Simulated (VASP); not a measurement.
## MgO (Periclase): single point with r2SCAN

MgO (Periclase), a slab with vacuum:

```
CELL_PARAMETERS angstrom
2.98187 0.00000 0.00000
1.49093 2.58237 0.00000
0.00000 0.00000 9.65203
ATOMIC_POSITIONS crystal
Mg 0.00000 0.00000 0.31082
Mg 0.33333 0.33333 0.56306
O 0.66667 0.66667 0.43694
O 0.00000 0.00000 0.68918
```

```yaml
Program: VASP 6.6.1
Task: single point
Functional: r2SCAN
Potentials_or_basis: VASP PAW PBE potentials, release 64 (Mg, O)
Cutoff: 580 eV
k_mesh: 6 × 6 × 1
Occupations: methfessel-paxton, width 0.15 eV
Spin: no spin polarisation
```

The largest force is 3.066 eV/Å and the band gap on the k mesh is zero (band 8 reaches -0.67 eV, above the bottom of band 9 at -1.15 eV).

Forces in eV/Å, atoms in the order of the input:
```
Mg   0.000  0.000  0.991
Mg   0.000  0.000  3.066
O    0.000  0.000 -2.124
O    0.000  0.000 -1.933
```

Levels at points of the mesh, in eV from the Fermi level:
| k point | band 5 | band 6 | band 7 | band 8 | band 9 | band 10 | band 11 | band 12 |
| --- | --- | --- | --- | --- | --- | --- | --- | --- |
| (0.00, 0.00, 0.00) | -3.19 | -2.37 | -0.64 | 0.44 | 0.44 | 4.09 | 6.86 | 9.25 |
| (0.50, 0.00, 0.00) | -3.87 | -2.11 | -0.44 | -0.08 | 1.98 | 3.26 | 7.56 | 9.77 |

Run time: 2.5 min on 1 thread of Intel Xeon 8259CL, on a shared host, peak memory 0.21 GiB.

Caveat: the k points lie up to 0.41 Å⁻¹ apart; the PAW data sets were made with another functional, which shifts forces and pressure a little.
